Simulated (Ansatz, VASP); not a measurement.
# Ti in VASP and in Ansatz

```
Ti
1.0
     3.05204    0.00000    0.00000
    -1.52602    2.64314    0.00000
     0.00000    0.00000    4.83070
Ti
2
Direct
  0.33333 0.66667 0.25000
  0.66667 0.33333 0.75000
```

Alike in both runs: task single point; functional PBE; k mesh 20 × 20 × 11; occupations fermi-dirac, width 0.05 eV; collinear spin.

|  | VASP | Ansatz |
| --- | --- | --- |
| version | VASP 6.6.1 | Ansatz 0.2.0 |
| potentials or method | VASP PAW PBE potentials, release 64 (Ti_sv), cutoff 520 eV | plane waves (420 eV) with PAW, scalar-relativistic |
| valence electrons in the cell | 24 | 24 |

|  | VASP | Ansatz | Ansatz less VASP |
| --- | --- | --- | --- |
| pressure (GPa) | -10.4 | -10.3 | +0.12 |
| traceless stress, the component that is largest in VASP (GPa) | -0.12 | -0.12 | 0.000 |
| net moment per atom (μB) | 0.00 | 0.00 | 0.000 |

Ansatz's warnings: seeded moment not kept.
